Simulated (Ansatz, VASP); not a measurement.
## Zr2C: VASP beside Ansatz

File INCAR:

```
SYSTEM = Zr2C
PREC = Accurate ; ENCUT = 520
EDIFF = 1E-7 ; ISMEAR = 0
SIGMA = 0.1 ; LREAL = .FALSE.
LASPH = .TRUE. ; NELM = 80
ALGO = Normal ; ISIF = 2
LWAVE = .FALSE. ; LCHARG = .FALSE.
GGA = PE ; NBANDS = 21
```

Contents of KPOINTS:

```
regular mesh
0
G
  6 6 4
  0 0 0
```

Contents of POSCAR:

```
Zr2C
1.0
    3.3755395700      0.0000000000      0.0000000000
   -1.6877697800      2.9233030200      0.0000000000
    0.0000000000      0.0000000000      5.2320863300
Zr C
2 1
Direct
    0.0000000000      0.0000000000      0.7500000000
    0.0000000000      0.0000000000      0.2500000000
    0.3333333300      0.6666666700      0.0000000000
```

Input for Ansatz:

```yaml
crystal:
  lattice:
    - [3.37553957, 0.0, 0.0]
    - [-1.68776978, 2.92330302, 0.0]
    - [0.0, 0.0, 5.23208633]
  atoms:
    - { symbol: Zr, position: [0.0, 0.0, 0.75] }
    - { symbol: Zr, position: [0.0, 0.0, 0.25] }
    - { symbol: C, position: [0.33333333, 0.66666667, 0.0] }
basis:
  ecutwfc: 420
kpoints:
  mp_grid: { grid: [6, 6, 4] }
hamiltonian:
  xc: pbe
scf:
  occupations: { method: gaussian, width: 0.1 }
  lower_state_search: "off"
output:
  forces: true
  stress: true
  eigenvalues: true
```

Change from the starting cell: ordered vacancies on the anion sites of nickel arsenide (P-6m2, No. 187).

Alike in both runs: task single point; functional PBE; k mesh 6 × 6 × 4; occupations gaussian, width 0.1 eV; no spin polarisation.

```csv
,VASP,Ansatz
version,VASP 6.6.1,Ansatz 0.2.0
potentials or method,"VASP PAW PBE potentials, release 64 (Zr_sv, C), cutoff 520 eV","scalar-relativistic, plane waves, PAW"
valence electrons in the cell,28,28
```

Ansatz gave:

```
gap on the k mesh at the Fermi level (eV)                     : none
pressure (GPa)                                                : 2.2
traceless stress, the component that is largest in VASP (GPa) : 21.24
rms of the force components (eV/Å)                            : 0.088
```

Problem. Which values does VASP return?

Solution. gap on the k mesh at the Fermi level (eV): none; pressure (GPa): 2.3; traceless stress, the component that is largest in VASP (GPa): 21.38; rms of the force components (eV/Å): 0.090.

Atom by atom the forces differ by 0.002 eV/Å (rms over components). A gap of «none» marks a metal or a gap that the smearing closes. With one functional, cell and mesh, what is left measures potentials, basis and numerics.
